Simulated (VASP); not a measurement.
# WC (P-6m2) in VASP: notebook

WC is run at these levels: PBEsol; tasks: electric field gradients, single point.

Program: VASP 6.6.1. These are calculated values, not measurements. Logs are shortened: lines on timing, memory, paths and dates and some standing lists are left out, and cuts for length are marked.

## 1. The cell of the first run

It takes space group P-6m2 (No. 187, hexagonal). The conventional cell has a = 2.891 Å, b = 2.891 Å, c = 2.820 Å, α = 90.00°, β = 90.00°, γ = 120.00°. Within 2.9 Å of W (site symmetry -6m2) lie 6 C at 2.18 Å and 8 W at 2.82 to 2.89 Å. Within 2.9 Å of C (site symmetry -6m2) lie 6 W at 2.18 Å and 8 C at 2.82 to 2.89 Å.

## 2. Electric field gradients, PBEsol (10.20 Å³/atom)

Input file INCAR:

```
  ALGO = Normal
  EDIFF = 1E-8
  ENCUT = 910
  GGA = PS
  GGA_COMPAT = F
  ISIF = 2
  ISMEAR = -1
  LASPH = T
  LCHARG = F
  LEFG = T
  LREAL = F
  LWAVE = F
  NBANDS = 16
  NELM = 120
  PREC = Accurate
  SIGMA = 0.05
```

Input file KPOINTS:

```
k-points
0
Gamma
  14 14 13
```

Input file POSCAR:

```
WC
1.0
    2.8908006898      0.0000000000      0.0000000000
   -1.4454003449      2.5035068347      0.0000000000
    0.0000000000      0.0000000000      2.8195383909
W C
1 1
Direct
    0.0000000000      0.0000000000      0.0000000000
    0.6666666667      0.3333333333      0.5000000000
```

Potentials or basis: VASP PAW PBE potentials, release 64 (W_sv, C_h).

On the command line:

```sh
$ cat potpaw_PBE.64/W_sv/POTCAR potpaw_PBE.64/C_h/POTCAR > POTCAR
$ mpirun -np 1 vasp_std > vasp.out
```

OUTCAR:

```text
EDIFF = 1E-8
   ENCUT = 910
   GGA = PS
   ISIF = 2
   ISMEAR = -1
   LASPH = T
   LREAL = F
   NELM = 120
   PREC = Accurate

 ion  position               nearest neighbor table
   1  0.000  0.000  0.000-   2 2.18   2 2.18   2 2.18   2 2.18   2 2.18   2 2.18
   2  0.667  0.333  0.500-   1 2.18   1 2.18   1 2.18   1 2.18   1 2.18   1 2.18

  LATTYP: Found a hexagonal cell.
 ALAT       =     2.8908006898
 C/A-ratio  =     0.9753485949

  Lattice vectors:

 A1 = (   2.8908006898,   0.0000000000,   0.0000000000)
 A2 = (  -1.4454003449,   2.5035068347,   0.0000000000)
 A3 = (   0.0000000000,   0.0000000000,   2.8195383909)

Analysis of symmetry for initial positions (statically):
=====================================================================
 Subroutine PRICEL returns:
 Original cell was already a primitive cell.

 Routine SETGRP: Setting up the symmetry group for a
 hexagonal supercell.

 Subroutine GETGRP returns: Found 12 space group operations
 (whereof 12 operations were pure point group operations)
 out of a pool of 24 trial point group operations.

The static configuration has the point symmetry D_3h.

Analysis of symmetry for dynamics (positions and initial velocities):
=====================================================================
 Subroutine PRICEL returns:
 Original cell was already a primitive cell.

 Routine SETGRP: Setting up the symmetry group for a
 hexagonal supercell.

 Subroutine GETGRP returns: Found 12 space group operations
 (whereof 12 operations were pure point group operations)
 out of a pool of 24 trial point group operations.

The dynamic configuration has the point symmetry D_3h.

 Subroutine INISYM returns: Found 12 space group operations
 (whereof 12 operations are pure point group operations),
 and found     1 'primitive' translations

----------------------------------------------------------------------------------------

                                     Primitive cell

  volume of cell :      20.4054

  direct lattice vectors                    reciprocal lattice vectors
[... 119 lines left out ...]
  energy-cutoff  :      910.00
  volume of cell :       20.41
 maximum number of plane-waves:      1310
   NGX = 15   NGY = 15   NGZ = 13

 number of electron      18.0000000 magnetization

 Free energy of the ion-electron system (eV)
  ---------------------------------------------------
  ext. energy  EPLUGINS =         0.00000000
  ---------------------------------------------------
  free energy    TOTEN  =       -23.90422887 eV

  energy without entropy =      -23.90162016  energy(sigma->0) =      -23.90292452

 E-fermi :  11.5087     XC(G=0): -14.0609

 val. band max:       11.4973120463   @ k =   0.4286   0.0714   0.4615
 cond. band min:      11.5796822168   @ k =   0.1429  -0.0000   0.4615
 fundamental gap:      0.0823701704
 Fermi energy:        11.5087175448

 k-point     1 :       0.0000    0.0000    0.0000
  band No.  band energies     occupation
      1     -62.3877      2.00000
      2     -26.3738      2.00000
      3     -26.2654      2.00000
      4     -26.2654      2.00000
      5      -3.0477      2.00000
      6       7.0842      2.00000
[... 433 lines left out ...]
      3     -26.7988      2.00000
      4     -26.2399      2.00000
      5       1.1369      2.00000
      6       4.7971      2.00000
[... 8 lines left out ...]
     15      26.9864      0.00000
     16      27.9863      0.00000

 [... further k-points ...]

------------------------ aborting loop because EDIFF is reached ----------------------------------------

  FORCE on cell =-STRESS in cart. coord.  units (eV):
  Direction    XX          YY          ZZ          XY          YZ          ZX
  --------------------------------------------------------------------------------------
  -------------------------------------------------------------------------------------
  Total        0.5431055      0.5431055      0.6972414      0.0000000      0.0000000      0.0000000
  in kB       42.6432025     42.6432025     54.7455455      0.0000000      0.0000000      0.0000000
  external PRESSURE =      46.6773169 kB  Pullay stress =       0.0000000 kB

 VOLUME and BASIS-vectors are now :
 -----------------------------------------------------------------------------
  energy-cutoff  :      910.00
  volume of cell :       20.41
      direct lattice vectors                 reciprocal lattice vectors
     2.890800690  0.000000000  0.000000000     0.345924921  0.199719846  0.000000000
    -1.445400345  2.503506835  0.000000000     0.000000000  0.399439692  0.000000000
     0.000000000  0.000000000  2.819538391     0.000000000  0.000000000  0.354667985

 POSITION                                       TOTAL-FORCE (eV/Angst)
 -----------------------------------------------------------------------------------
      0.00000      0.00000      0.00000        -0.000000      0.000000      0.000000
      1.44540      0.83450      1.40977         0.000000      0.000000      0.000000
 -----------------------------------------------------------------------------------
    total drift:                                0.000000     -0.000000      0.000000

  FREE ENERGIE OF THE ION-ELECTRON SYSTEM (eV)
  ---------------------------------------------------
  free  energy   TOTEN  =       -23.9042288737 eV

  energy  without entropy=      -23.9016201574  energy(sigma->0) =      -23.90292452

 Electric field gradients (V/A^2)
---------------------------------------------------------------------
 ion       V_xx      V_yy      V_zz      V_xy      V_xz      V_yz
---------------------------------------------------------------------
   1      73.050    73.050  -146.101     0.000     0.000     0.000
   2       0.080     0.080    -0.160     0.000    -0.000    -0.000
---------------------------------------------------------------------

 Electric field gradients after diagonalization (V/A^2)
 (convention: |V_zz| > |V_xx| > |V_yy|)
----------------------------------------------------------------------
 ion       V_xx      V_yy      V_zz     asymmetry (V_yy - V_xx)/ V_zz
----------------------------------------------------------------------
   1      73.050    73.050  -146.101       0.000
   2       0.080     0.080    -0.160       0.000
----------------------------------------------------------------------

           NMR quadrupolar parameters

 Cq : quadrupolar parameter    Cq=e*Q*V_zz/h
 eta: asymmetry parameters     (V_yy - V_xx)/ V_zz
 Q  : nuclear electric quadrupole moment in mb (millibarn)
----------------------------------------------------------------------
 ion       Cq(MHz)       eta       Q (mb)
----------------------------------------------------------------------
   1      -0.353       0.000       1.000
   2      -0.000       0.000       1.000
----------------------------------------------------------------------
```

OSZICAR:

```text
N       E                     dE             d eps       ncg     rms          rms(c)
DAV:   1     0.147739442036E+03    0.14774E+03   -0.13210E+04  5376   0.187E+03
DAV:   2    -0.213157155796E+02   -0.16906E+03   -0.16281E+03  6472   0.436E+02
DAV:   3    -0.267496180043E+02   -0.54339E+01   -0.53866E+01  5912   0.681E+01
DAV:   4    -0.267887292868E+02   -0.39111E-01   -0.39106E-01  7048   0.633E+00
DAV:   5    -0.267889657051E+02   -0.23642E-03   -0.23642E-03  6072   0.503E-01    0.342E+01
DAV:   6    -0.239966096217E+02    0.27924E+01   -0.51633E+00  7656   0.248E+01    0.964E+00
DAV:   7    -0.239363676224E+02    0.60242E-01   -0.37960E-01  5512   0.497E+00    0.639E+00
DAV:   8    -0.239053773899E+02    0.30990E-01   -0.65798E-02  6248   0.218E+00    0.903E-01
DAV:   9    -0.239043559288E+02    0.10215E-02   -0.27801E-03  5984   0.425E-01    0.104E-01
DAV:  10    -0.239042297365E+02    0.12619E-03   -0.34524E-04  6608   0.223E-01    0.305E-02
DAV:  11    -0.239042298358E+02   -0.99353E-07   -0.13830E-05  6392   0.377E-02    0.751E-03
DAV:  12    -0.239042289447E+02    0.89114E-06   -0.25442E-06  6064   0.141E-02    0.883E-04
DAV:  13    -0.239042289035E+02    0.41245E-07   -0.14424E-07  6256   0.349E-03    0.459E-04
DAV:  14    -0.239042288738E+02    0.29625E-07   -0.28223E-09  4104   0.532E-04    0.122E-04
DAV:  15    -0.239042288737E+02    0.10277E-09   -0.21695E-10  2960   0.172E-04
   1 F= -.23904229E+02 E0= -.23902925E+02  d E =-.260872E-02
```

stdout:

```text
POSCAR found type information on POSCAR W C
 POSCAR found :  2 types and       2 ions
 scaLAPACK will be used
 -----------------------------------------------------------------------------
|                                                                             |
|                                                                             |
|     You enforced a specific xc type in the INCAR file but a different       |
|     I HOPE YOU KNOW WHAT YOU ARE DOING!                                     |
|                                                                             |
 -----------------------------------------------------------------------------

 LDA part: xc-table for (Slater+PW92), standard interpolation
 POSCAR, INCAR and KPOINTS ok, starting setup
 FFT: planning ... GRIDC
 FFT: planning ... GRID_SOFT
 FFT: planning ... GRID
 WAVECAR not read
 entering main loop
ion   1

ion   2
```

Run time: 45 s. Hardware: 1 thread of Intel Xeon 6975P-C (Granite Rapids), shared host; peak memory 0.26 GiB.

What came out:

| Quantity | Value |
| --- | --- |
| Free energy | -23.9042 eV |
| Pressure | 4.7 GPa |
| Band gap on the k mesh | zero (bands 9 and 10 overlap by 1.36 eV) |
| Largest electric field gradient by atom | W -146.1; C -0.2 V/Å² |

Electric field gradients, principal values (V/Å²):
```tsv
atom	least	middle	greatest (by size)
1 W	73.050	73.050	-146.101
2 C	0.080	0.080	-0.160
```

Caveat: the cutoff is under 1.25 times the usual one of these potentials, so pressure, stress and relaxed cells hold a basis-set (Pulay) error; the cell stands under pressure; without QUAD_EFG the Cq values of the log hold for a quadrupole moment of 1 mb, not for the nuclei; the PAW data sets were made with another functional, which shifts forces and pressure a little; spin-orbit coupling is left out, which moves the levels of the heavy elements.

## 3. Electric field gradients, PBEsol (10.72 Å³/atom)

This run uses another cell than the first one, of 10.72 Å³/atom.

Input file INCAR:

```
PREC = Accurate
ENCUT = 910
EDIFF = 1E-8
ISMEAR = -1
SIGMA = 0.05
LREAL = F
LASPH = T
NELM = 120
ALGO = Normal
ISIF = 2
LWAVE = F
LCHARG = F
GGA = PS
LEFG = T
NBANDS = 16
GGA_COMPAT = F
```

Input file KPOINTS:

```
Automatic mesh
0
Gamma
  14 14 13
```

Input file POSCAR:

```
WC
1.0
    2.9386703057      0.0000000000      0.0000000000
   -1.4693351528      2.5449631381      0.0000000000
    0.0000000000      0.0000000000      2.8662279534
W C
1 1
Direct
    0.0000000000      0.0000000000      0.0000000000
    0.6666666667      0.3333333333      0.5000000000
```

Potentials or basis: VASP PAW PBE potentials, release 64 (W_sv, C_h).

On the command line:

```sh
$ cat potpaw_PBE.64/W_sv/POTCAR potpaw_PBE.64/C_h/POTCAR > POTCAR
$ mpirun -np 1 vasp_std > vasp.out
```

OUTCAR:

```text
PREC = Accurate
   ENCUT = 910
   EDIFF = 1E-8
   ISMEAR = -1
   LREAL = F
   LASPH = T
   NELM = 120
   ISIF = 2
   GGA = PS

 ion  position               nearest neighbor table
   1  0.000  0.000  0.000-   2 2.22   2 2.22   2 2.22   2 2.22   2 2.22   2 2.22
   2  0.667  0.333  0.500-   1 2.22   1 2.22   1 2.22   1 2.22   1 2.22   1 2.22

  LATTYP: Found a hexagonal cell.
 ALAT       =     2.9386703057
 C/A-ratio  =     0.9753485949

  Lattice vectors:

 A1 = (   2.9386703057,   0.0000000000,   0.0000000000)
 A2 = (  -1.4693351528,   2.5449631381,   0.0000000000)
 A3 = (   0.0000000000,   0.0000000000,   2.8662279534)

Analysis of symmetry for initial positions (statically):
=====================================================================
 Subroutine PRICEL returns:
 Original cell was already a primitive cell.

 Routine SETGRP: Setting up the symmetry group for a
 hexagonal supercell.

 Subroutine GETGRP returns: Found 12 space group operations
 (whereof 12 operations were pure point group operations)
 out of a pool of 24 trial point group operations.

The static configuration has the point symmetry D_3h.

Analysis of symmetry for dynamics (positions and initial velocities):
=====================================================================
 Subroutine PRICEL returns:
 Original cell was already a primitive cell.

 Routine SETGRP: Setting up the symmetry group for a
 hexagonal supercell.

 Subroutine GETGRP returns: Found 12 space group operations
 (whereof 12 operations were pure point group operations)
 out of a pool of 24 trial point group operations.

[... 157 lines left out ...]
      1     -63.2121      2.00000
      2     -27.1969      2.00000
      3     -27.1049      2.00000
      4     -27.1049      2.00000
      5      -3.3847      2.00000
      6       6.6476      2.00000
[... 433 lines left out ...]
      3     -27.5514      2.00000
      4     -27.0867      2.00000
      5       0.5545      2.00000
      6       4.3454      2.00000
[... 8 lines left out ...]
     15      25.4350      0.00000
     16      26.5610      0.00000

 [... further k-points ...]

------------------------ aborting loop because EDIFF is reached ----------------------------------------

  FORCE on cell =-STRESS in cart. coord.  units (eV):
  Direction    XX          YY          ZZ          XY          YZ          ZX
  --------------------------------------------------------------------------------------
  -------------------------------------------------------------------------------------
  Total       -1.8510892     -1.8510892     -2.1010191     -0.0000000      0.0000000      0.0000000
  in kB     -138.3549923   -138.3549923   -157.0353758     -0.0000000      0.0000000      0.0000000
  external PRESSURE =    -144.5817868 kB  Pullay stress =       0.0000000 kB

 VOLUME and BASIS-vectors are now :
 -----------------------------------------------------------------------------
  energy-cutoff  :      910.00
  volume of cell :       21.44
      direct lattice vectors                 reciprocal lattice vectors
     2.938670306  0.000000000  0.000000000     0.340289960  0.196466500  0.000000000
    -1.469335153  2.544963138  0.000000000     0.000000000  0.392933000  0.000000000
     0.000000000  0.000000000  2.866227953     0.000000000  0.000000000  0.348890603

 POSITION                                       TOTAL-FORCE (eV/Angst)
 -----------------------------------------------------------------------------------
      0.00000      0.00000      0.00000         0.000000      0.000000      0.000000
      1.46934      0.84832      1.43311        -0.000000      0.000000      0.000000
 -----------------------------------------------------------------------------------
    total drift:                               -0.000000      0.000000      0.000000

  FREE ENERGIE OF THE ION-ELECTRON SYSTEM (eV)
  ---------------------------------------------------
  free  energy   TOTEN  =       -23.8708981409 eV

  energy  without entropy=      -23.8685006830  energy(sigma->0) =      -23.86969941

 Electric field gradients (V/A^2)
---------------------------------------------------------------------
 ion       V_xx      V_yy      V_zz      V_xy      V_xz      V_yz
---------------------------------------------------------------------
   1      64.016    64.016  -128.032    -0.000     0.000     0.000
   2       0.177     0.177    -0.355     0.000     0.000    -0.000
---------------------------------------------------------------------

 Electric field gradients after diagonalization (V/A^2)
 (convention: |V_zz| > |V_xx| > |V_yy|)
----------------------------------------------------------------------
 ion       V_xx      V_yy      V_zz     asymmetry (V_yy - V_xx)/ V_zz
----------------------------------------------------------------------
   1      64.016    64.016  -128.032       0.000
   2       0.177     0.177    -0.355       0.000
----------------------------------------------------------------------

           NMR quadrupolar parameters

 Cq : quadrupolar parameter    Cq=e*Q*V_zz/h
 eta: asymmetry parameters     (V_yy - V_xx)/ V_zz
 Q  : nuclear electric quadrupole moment in mb (millibarn)
----------------------------------------------------------------------
 ion       Cq(MHz)       eta       Q (mb)
----------------------------------------------------------------------
   1      -0.310       0.000       1.000
   2      -0.001       0.000       1.000
----------------------------------------------------------------------
```

It took 1.8 min on 1 thread of AMD EPYC 7R43 (Zen 3), shared host; peak memory 0.25 GiB.

Results:

```yaml
Free_energy: -23.8709 eV
Pressure: -14.5 GPa
Band_gap_on_the_k_mesh: zero (bands 9 and 10 overlap by 1.28 eV)
Largest_electric_field_gradient_by_atom: W -128.0; C -0.4 V/Å²
```

Stress tensor (GPa, compression positive):
```
-13.84   0.00   0.00
  0.00 -13.84   0.00
  0.00   0.00 -15.70
```

Electric field gradients, principal values (V/Å²):
| atom | least | middle | greatest (by size) |
| --- | --- | --- | --- |
| 1 W | 64.016 | 64.016 | -128.032 |
| 2 C | 0.177 | 0.177 | -0.355 |

Caveat: the cutoff is under 1.25 times the usual one of these potentials, so pressure, stress and relaxed cells hold a basis-set (Pulay) error; the cell stands under tension; without QUAD_EFG the Cq values of the log hold for a quadrupole moment of 1 mb, not for the nuclei; the PAW data sets were made with another functional, which shifts forces and pressure a little; spin-orbit coupling is left out, which moves the levels of the heavy elements.

(Part 1 of 2 ends here.)
